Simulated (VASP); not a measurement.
# LiCl (Fm-3m) in VASP: a series of runs

LiCl is run at these levels: PBEsol; tasks: single point, relaxation of cell and atoms.

Program: VASP 6.6.1. These are calculated values, not measurements. Logs are shortened: lines on timing, memory, paths and dates and some standing lists are left out, and cuts for length are marked.

## (1) The cell of the first run

Symmetry: Fm-3m, No. 225, cubic system. The conventional cell has a = 5.062 Å, b = 5.062 Å, c = 5.062 Å, α = 90.00°, β = 90.00°, γ = 90.00°. Within 3.3 Å of Cl (site symmetry m-3m) lie 6 Li at 2.53 Å. Li (site symmetry m-3m) has 6 Cl at 2.53 Å within 3.3 Å.

## (2) Single point, PBEsol

Contents of INCAR:

```
SYSTEM = LiCl
PREC = Accurate
ENCUT = 520
EDIFF = 1E-6
ISMEAR = -1
SIGMA = 0.05
LREAL = .False.
LASPH = .True.
NELM = 100
ALGO = Normal
ISIF = 2
LWAVE = .False.
LCHARG = .True.
GGA = PS
LELF = .True.
LVHAR = .True.
NBANDS = 12
```

Contents of KPOINTS:

```
regular mesh
0
Gamma
  9 9 9
  0 0 0
```

Contents of POSCAR:

```
LiCl
1.0
    0.0000000000      2.5309222216      2.5309222216
    2.5309222216      0.0000000000      2.5309222216
    2.5309222216      2.5309222216      0.0000000000
Cl Li
1 1
Direct
    0.5000000000      0.5000000000      0.5000000000
    0.0000000000      0.0000000000      0.0000000000
```

Potentials or basis: VASP PAW PBE potentials, release 64 (Cl, Li_sv).

On the command line:

```bash
$ cat potpaw_PBE.64/Cl/POTCAR potpaw_PBE.64/Li_sv/POTCAR > POTCAR
$ mpirun -np 1 vasp_std > vasp.out
```

OUTCAR:

```text
SYSTEM = LiCl
   PREC = Accurate
   ENCUT = 520
   EDIFF = 1E-6
   ISMEAR = -1
   LREAL = .False.
   LASPH = .True.
   NELM = 100
   ISIF = 2
   GGA = PS

 ion  position               nearest neighbor table
   1  0.500  0.500  0.500-   2 2.53   2 2.53   2 2.53   2 2.53   2 2.53   2 2.53
   2  0.000  0.000  0.000-   1 2.53   1 2.53   1 2.53   1 2.53   1 2.53   1 2.53

  LATTYP: Found a face centered cubic cell.
 ALAT       =     5.0618444432

  Lattice vectors:

 A1 = (   0.0000000000,   2.5309222216,   2.5309222216)
 A2 = (   2.5309222216,   0.0000000000,   2.5309222216)
 A3 = (   2.5309222216,   2.5309222216,   0.0000000000)

Analysis of symmetry for initial positions (statically):
=====================================================================
 Subroutine PRICEL returns:
 Original cell was already a primitive cell.

 Routine SETGRP: Setting up the symmetry group for a
 face centered cubic supercell.

 Subroutine GETGRP returns: Found 48 space group operations
 (whereof 48 operations were pure point group operations)
 out of a pool of 48 trial point group operations.

The static configuration has the point symmetry O_h .

Analysis of symmetry for dynamics (positions and initial velocities):
=====================================================================
 Subroutine PRICEL returns:
 Original cell was already a primitive cell.

 Routine SETGRP: Setting up the symmetry group for a
 face centered cubic supercell.

 Subroutine GETGRP returns: Found 48 space group operations
 (whereof 48 operations were pure point group operations)
 out of a pool of 48 trial point group operations.

The dynamic configuration has the point symmetry O_h .

 Subroutine INISYM returns: Found 48 space group operations
 (whereof 48 operations are pure point group operations),
 and found     1 'primitive' translations

----------------------------------------------------------------------------------------

                                     Primitive cell

  volume of cell :      32.4240

  direct lattice vectors                    reciprocal lattice vectors
     0.000000000  2.530922222  2.530922222    -0.197556446  0.197556446  0.197556446
     2.530922222  0.000000000  2.530922222     0.197556446 -0.197556446  0.197556446
     2.530922222  2.530922222  0.000000000     0.197556446  0.197556446 -0.197556446

  length of vectors
     3.579264531  3.579264531  3.579264531     0.342177802  0.342177802  0.342177802

  position of ions in fractional coordinates (direct lattice)
     0.500000000  0.500000000  0.500000000
     0.000000000  0.000000000  0.000000000

  ion indices of the primitive-cell ions
   primitive index   ion index
                 1           1
                 2           2

----------------------------------------------------------------------------------------

 KPOINTS: regular mesh

Automatic generation of k-mesh.
 Grid dimensions read from file:
 generate k-points for:    9    9    9

 Generating k-lattice:

  Cartesian coordinates                     Fractional coordinates (reciprocal lattice)
    -0.021950716  0.021950716  0.021950716     0.111111111  0.000000000  0.000000000
     0.021950716 -0.021950716  0.021950716     0.000000000  0.111111111  0.000000000
     0.021950716  0.021950716 -0.021950716     0.000000000  0.000000000  0.111111111

  Length of vectors
     0.038019756  0.038019756  0.038019756

  Shift w.r.t. Gamma in fractional coordinates (k-lattice)
     0.000000000  0.000000000  0.000000000

 Subroutine IBZKPT returns following result:
 ===========================================

 Found     35 irreducible k-points:

 Following reciprocal coordinates:
            Coordinates               Weight
  0.000000  0.000000  0.000000      1.000000
  0.111111  0.000000  0.000000      8.000000
  0.222222  0.000000  0.000000      8.000000
  0.333333  0.000000  0.000000      8.000000
  0.444444  0.000000  0.000000      8.000000
  0.111111  0.111111  0.000000      6.000000
[... 16 lines left out ...]
 -0.333333  0.333333  0.000000     12.000000
  0.444444  0.444444  0.000000      6.000000
 [... further k-points ...]
   k-points           NKPTS =     35   k-points in BZ     NKDIM =     35   number of bands    NBANDS=     12
   number of dos      NEDOS =    301   number of ions     NIONS =      2
   total plane-waves  NPLWV =  21952
   dimension x,y,z NGX =    28 NGY =   28 NGZ =   28
   dimension x,y,z NGXF=    56 NGYF=   56 NGZF=   56
   ions per type =               1   1
   NGX,Y,Z   is equivalent  to a cutoff of  13.01, 13.01, 13.01 a.u.
   NGXF,Y,Z  is equivalent  to a cutoff of  26.01, 26.01, 26.01 a.u.
 SYSTEM =  LiCl
   PREC   = accura    normal or accurate (medium, high low for compatibility)
   ISTART =      0    job   : 0-new  1-cont  2-samecut
   ICHARG =      2    charge: 1-file 2-atom 10-const
   ISPIN  =      1    spin polarized calculation?
   LNONCOLLINEAR =      F non collinear calculations
   LSORBIT =      F    spin-orbit coupling
   LASPH  =      T    aspherical Exc in radial PAW
   ENCUT  =  520.0 eV  38.22 Ry    6.18 a.u.   6.66  6.66  6.66*2*pi/ulx,y,z
   NELM   =    100;   NELMIN=  2; NELMDL= -5     # of ELM steps
   EDIFF  = 0.1E-05   stopping-criterion for ELM
   LREAL  =      F    real-space projection
   EDIFFG = 0.1E-04   stopping-criterion for IOM
   NSW    =      0    number of steps for IOM
   IBRION =     -1    ionic relax: 0-MD 1-quasi-New 2-CG
   NFREE  =      0    steps in history (QN), initial steepest desc. (CG)
   ISIF   =      2    stress and relaxation
   ISYM   =      2    0-nonsym 1-usesym 2-fastsym
   POTIM  = 0.5000    time-step for ionic-motion
   TEBEG  =    0.0;   TEEND  =   0.0 temperature during run
   PSTRESS=    0.0 pullay stress
   NELECT =      10.0000    total number of electrons
   NUPDOWN=      -1.0000    fix difference up-down
   EMIN   =  10.00;   EMAX   =-10.00  energy-range for DOS
   EFERMI =   0.00;   METHOD = LEGACY
   ISMEAR =    -1;   SIGMA  =   0.05  broadening in eV -4-tet -1-fermi 0-gaus
   EFERMI_NEDOS =   21; number of points for ismear=-14 and -15
   IALGO  =     38    algorithm
   IMIX   =      4    mixing-type and parameters
     AMIX     =   0.40;   BMIX     =  1.00
     AMIX_MAG =   1.60;   BMIX_MAG =  1.00
  volume/ion in A,a.u.               =      16.21       109.40
  Fermi-wavevector in a.u.,A,eV,Ry     =   1.106079  2.090186 16.645505  1.223410
  Thomas-Fermi vector in A             =   2.242575
   LORBIT       =      0    0 simple, 1 ext, 2 COOP (PROOUT), +10 PAW based schemes
   GGA     = PS    functional components
   LHFCALC =     F    Hartree Fock is set to
   AEXX    =    0.0000 exact exchange contribution
   IVDW    =     0    specifies the selected vdW correction
   LEPSILON=     F    determine dielectric tensor
   LRPA    =     F    only Hartree local field effects (RPA)
 non-spin polarized calculation
  energy-cutoff  :      520.00
  volume of cell :       32.42
 maximum number of plane-waves:       895
   NGX = 13   NGY = 13   NGZ = 13

 number of electron      10.0000000 magnetization

 number of electron       9.9999996 magnetization

 Free energy of the ion-electron system (eV)
  ---------------------------------------------------
  ext. energy  EPLUGINS =         0.00000000
  ---------------------------------------------------
  free energy    TOTEN  =        -7.63912895 eV

  energy without entropy =       -7.63912895  energy(sigma->0) =       -7.63912895

 E-fermi :   1.9851     XC(G=0):  -9.0849

 val. band max:        0.8415103749   @ k =   0.0000   0.0000   0.0000
 cond. band min:       7.2099084344   @ k =   0.0000   0.0000   0.0000
 fundamental gap:      6.3683980595
 Fermi energy:         1.9851319494

 k-point     1 :       0.0000    0.0000    0.0000
  band No.  band energies     occupation
      1     -41.9090      2.00000
      2     -12.6972      2.00000
      3       0.8415      2.00000
      4       0.8415      2.00000
      5       0.8415      2.00000
      6       7.2099      0.00000
      7      12.6848      0.00000
      8      12.6848      0.00000
      9      12.6848      0.00000
     10      15.4880      0.00000
     11      15.4881      0.00000
     12      15.5351      0.00000

 k-point     2 :       0.1111    0.0000    0.0000
  band No.  band energies     occupation
      1     -41.9086      2.00000
      2     -12.6307      2.00000
      3       0.3789      2.00000
      4       0.8053      2.00000
      5       0.8053      2.00000
      6       7.6006      0.00000
      7      11.9992      0.00000
      8      12.6783      0.00000
      9      12.6783      0.00000
     10      14.0044      0.00000
     11      14.0045      0.00000
     12      15.8755      0.00000

 k-point     3 :       0.2222    0.0000    0.0000
  band No.  band energies     occupation
      1     -41.9074      2.00000
      2     -12.4539      2.00000
      3      -0.6088      2.00000
      4       0.7179      2.00000
      5       0.7179      2.00000
      6       8.0333      0.00000
      7      11.6916      0.00000
      8      11.7469      0.00000
      9      11.7469      0.00000
     10      14.4809      0.00000
     11      14.4809      0.00000
     12      16.3739      0.00000
[... 286 lines left out ...]
 k-point    23 :      -0.3333    0.3333    0.0000
  band No.  band energies     occupation
      1     -41.9043      2.00000
      2     -11.8617      2.00000
      3      -1.5435      2.00000
      4      -1.3633      2.00000
      5       0.1324      2.00000
      6       8.8631      0.00000
      7      11.5256      0.00000
      8      11.8231      0.00000
      9      11.8651      0.00000
     10      15.4614      0.00000
     11      17.0011      0.00000
     12      19.4905      0.00000

 k-point    24 :       0.4444    0.4444    0.0000
  band No.  band energies     occupation
      1     -41.9043      2.00000
      2     -11.8148      2.00000
      3      -2.2154      2.00000
      4      -0.3281      2.00000
      5      -0.3281      2.00000
      6       8.7563      0.00000
      7       8.9346      0.00000
      8      13.1692      0.00000
      9      14.9704      0.00000
     10      14.9704      0.00000
     11      17.9370      0.00000
     12      19.8338      0.00000

 [... further k-points ...]

------------------------ aborting loop because EDIFF is reached ----------------------------------------

  FORCE on cell =-STRESS in cart. coord.  units (eV):
  Direction    XX          YY          ZZ          XY          YZ          ZX
  --------------------------------------------------------------------------------------
  -------------------------------------------------------------------------------------
  Total       -0.0047898     -0.0047898     -0.0047898      0.0000000      0.0000000      0.0000000
  in kB       -0.2366804     -0.2366804     -0.2366804      0.0000000      0.0000000      0.0000000
  external PRESSURE =      -0.2366804 kB  Pullay stress =       0.0000000 kB

 VOLUME and BASIS-vectors are now :
 -----------------------------------------------------------------------------
  energy-cutoff  :      520.00
  volume of cell :       32.42
      direct lattice vectors                 reciprocal lattice vectors
     0.000000000  2.530922222  2.530922222    -0.197556446  0.197556446  0.197556446
     2.530922222  0.000000000  2.530922222     0.197556446 -0.197556446  0.197556446
     2.530922222  2.530922222  0.000000000     0.197556446  0.197556446 -0.197556446

 POSITION                                       TOTAL-FORCE (eV/Angst)
 -----------------------------------------------------------------------------------
      2.53092      2.53092      2.53092         0.000000     -0.000000     -0.000000
      0.00000      0.00000      0.00000        -0.000000      0.000000      0.000000
 -----------------------------------------------------------------------------------
    total drift:                                0.000000      0.000000      0.000000

  FREE ENERGIE OF THE ION-ELECTRON SYSTEM (eV)
  ---------------------------------------------------
  free  energy   TOTEN  =        -7.6391289527 eV

  energy  without entropy=       -7.6391289526  energy(sigma->0) =       -7.63912895
```

Wall time 27 s (1 thread of Intel Xeon 8259CL, shared host); peak memory 0.15 GiB.

Results:

* Free energy: -7.6391 eV
* Band gap on the k mesh: 6.37 eV, direct

Caveat: the cutoff is under 1.25 times the usual one of these potentials, so pressure, stress and relaxed cells hold a basis-set (Pulay) error; the PAW data sets were made with another functional, which shifts forces and pressure a little. Expect the measured gap to be larger: semilocal functionals such as PBEsol lack the derivative discontinuity.

## (3) Relaxation of cell and atoms, PBEsol

This run uses another cell than the first one, of 16.87 Å³/atom, 1.041 times its volume.

Contents of INCAR:

```
SYSTEM = LiCl
PREC     = Accurate       ! precision mode
ENCUT    = 600            ! plane-wave cutoff, eV
EDIFF    = 1E-6           ! SCF threshold, eV
ISMEAR   = -1             ! smearing method
SIGMA    = 0.05           ! smearing width, eV
LREAL    = .FALSE.        ! projectors in reciprocal space
LASPH    = .TRUE.         ! aspherical terms in the spheres
NELM     = 60             ! most SCF steps
ALGO     = Normal         ! electronic algorithm
ISIF     = 3              ! what is computed and relaxed
LWAVE    = .FALSE.        ! write WAVECAR
LCHARG   = .FALSE.        ! write CHGCAR
GGA      = PS             ! functional
IBRION   = 2              ! ionic algorithm
NSW      = 80             ! ionic steps
EDIFFG   = -0.02          ! ionic threshold
```

Contents of KPOINTS:

```
Automatic mesh
0
G
  9 9 9
  0 0 0
```

Contents of POSCAR:

```
LiCl
1.0
    0.0000000000      2.5647700000      2.5647700000
    2.5647700000      0.0000000000      2.5647700000
    2.5647700000      2.5647700000      0.0000000000
Cl Li
1 1
Direct
    0.5000000000      0.5000000000      0.5000000000
    0.0000000000      0.0000000000      0.0000000000
```

Potentials or basis: VASP PAW PBE potentials, release 64 (Cl, Li_sv).

On the command line:

```bash
$ cat potpaw_PBE.64/Cl/POTCAR potpaw_PBE.64/Li_sv/POTCAR > POTCAR
$ mpirun -np 1 vasp_std > vasp.out
```

Run time: 54 s. Hardware: 1 thread of Intel Xeon 8259CL, shared host; peak memory 0.17 GiB.

It converged, with:

- Free energy: -7.6402 eV
- Relaxed volume: 16.26 Å³/atom
- Relaxed cell: a = 3.583 Å, b = 3.583 Å, c = 3.583 Å, α = 60.00°, β = 60.00°, γ = 60.00°
- Space group after relaxing (to 0.05 Å): Fm-3m (No. 225)
- Energy gained by relaxing: 2.8 meV/atom
- Ionic steps: 3
- Pressure after relaxing: -0.1 GPa
- Band gap on the k mesh: 6.35 eV, direct

The path:
| step | energy change (eV) | largest force (eV/Å) | pressure (GPa) | volume (Å³) |
| --- | --- | --- | --- | --- |
| 1 | 0.0000 | 0.0000 | -1.30 | 33.74 |
| 2 | -0.0042 | 0.0000 | -0.68 | 33.08 |
| 3 | -0.0056 | 0.0000 | -0.13 | 32.53 |

Final structure:
```xyz
2
Lattice="0.0000 2.5336 2.5336 2.5336 0.0000 2.5336 2.5336 2.5336 0.0000" Properties=species:S:1:pos:R:3 pbc="T T T"
Cl    2.5336    2.5336    2.5336
Li    0.0000    0.0000    0.0000
```

Levels at points of the mesh, in eV from the valence-band top:
| k point | band 3 | band 4 | band 5 | band 6 | band 7 | band 8 |
| --- | --- | --- | --- | --- | --- | --- |
| (0.00, 0.00, 0.00) | 0.00 | 0.00 | 0.00 | 6.35 | 11.84 | 11.84 |

Caveat: the cutoff is under 1.25 times the usual one of these potentials, so pressure, stress and relaxed cells hold a basis-set (Pulay) error; the PAW data sets were made with another functional, which shifts forces and pressure a little. A k mesh can miss the band edges.
